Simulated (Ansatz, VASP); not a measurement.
**One calculation of CsSnI3, two programs**

```
Cs I Sn
1.0
     6.20570    0.00000    0.00000
     0.00000    6.20570    0.00000
     0.00000    0.00000    6.20570
Cs I Sn
1 3 1
Direct
  0.99540 0.99366 0.99756
  0.50557 0.49643 0.00787
  0.49834 0.99677 0.49596
  0.01305 0.50280 0.49803
  0.49958 0.50147 0.49721
```

Change from the starting cell: atoms moved at random, drawn with an rms of 0.05 Å.

Alike in both runs: task single point; functional PBE; k mesh 5 × 5 × 5; occupations fermi-dirac, width 0.05 eV; no spin polarisation.

```csv
,VASP,Ansatz
version,VASP 6.6.1,Ansatz 0.2.0
potentials or method,"VASP PAW PBE potentials, release 64 (Cs_sv, I, Sn_d)",Ansatz PAW
plane-wave cutoff (eV),520,420
valence electrons in the cell,44,74
```

Ansatz gave:

* gap on the k mesh at the Fermi level (eV): 1.72
* least direct gap on the mesh (eV): 1.72
* pressure (GPa): 0.6
* rms of the force components (eV/Å): 0.057

**Question.** What did VASP give for the same quantities?

**Answer.** gap on the k mesh at the Fermi level (eV): 1.72; least direct gap on the mesh (eV): 1.72; pressure (GPa): 0.6; rms of the force components (eV/Å): 0.058.

Atom by atom the forces differ by 0.001 eV/Å (rms over components). With one functional, cell and mesh, what is left measures potentials, basis and numerics. VASP's potentials hold 44 valence electrons a cell and Ansatz's 74, so a difference there can come from the potentials and not from the codes.

Neither program's run includes spin-orbit coupling. Noted on Ansatz's run: odd divisions of the mesh miss points on the zone boundary, where band edges often lie, so the gap on the mesh can be too wide.
